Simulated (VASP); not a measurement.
Set up this calculation in VASP 6.6.1, as the native input.

- Task: single point
- Functional: PBE
- Potentials or basis: VASP PAW PBE potentials, release 64 (Sn_d, O)
- Cutoff: 520 eV
- k mesh: 6 × 6 × 8
- Occupations: gaussian, width 0.05 eV
- Spin: no spin polarisation
- Dipole correction: no
- Further INCAR settings: ALGO = Normal; EDIFF = 1e-06; NBANDS = 35

The structure of SnO2 lies in POSCAR:

```
SnO2
1.0
    4.9639256357      0.0000000000      0.0000000000
    0.0000000000      4.9639396849      0.0000000000
    0.0000000000      0.0000000000      3.0627421172
Sn O
2 4
Direct
    0.5000000000      0.5000000000      0.5000000000
    0.0000000000      0.0000000000      0.0000000000
    0.3212190046      0.3212768970      0.0000000000
    0.8212190046      0.1787231030      0.5000000000
    0.1787809954      0.8212768970      0.5000000000
    0.6787809954      0.6787231030      0.0000000000
```

This cell differs from its parent crystal: atoms shifted along a free coordinate, c/a of the conventional cell at fixed volume 0.6170.

The input as run:

INCAR

```
PREC = Accurate
ENCUT = 520
EDIFF = 1E-6
ISMEAR = 0
SIGMA = 0.05
LREAL = F
LASPH = T
NELM = 60
ALGO = Normal
ISIF = 2
LWAVE = F
LCHARG = F
GGA = PE
NBANDS = 35
```

KPOINTS

```
regular mesh
0
Gamma
  6 6 8
```

Potentials or basis: VASP PAW PBE potentials, release 64 (Sn_d, O).

Command:

```console
$ cat potpaw_PBE.64/Sn_d/POTCAR potpaw_PBE.64/O/POTCAR > POTCAR
$ mpirun -np 1 vasp_std > vasp.out
```

It gave:

```
Pressure               : 13.8 GPa
Largest force          : 2.541 eV/Å
Band gap on the k mesh : 1.58 eV
```

Caveat: the stress differs along the axes, from 6 to 29 GPa; spin-orbit coupling is left out, which moves the levels of the heavy elements; forces of over 1 eV/Å act on the atoms, so gaps and moduli don't describe the material at rest.

Wall time 2.1 min on 1 thread of AMD EPYC 9R45 96-Core Processor (Zen 5), with other jobs on the host, peak memory 0.26 GiB.
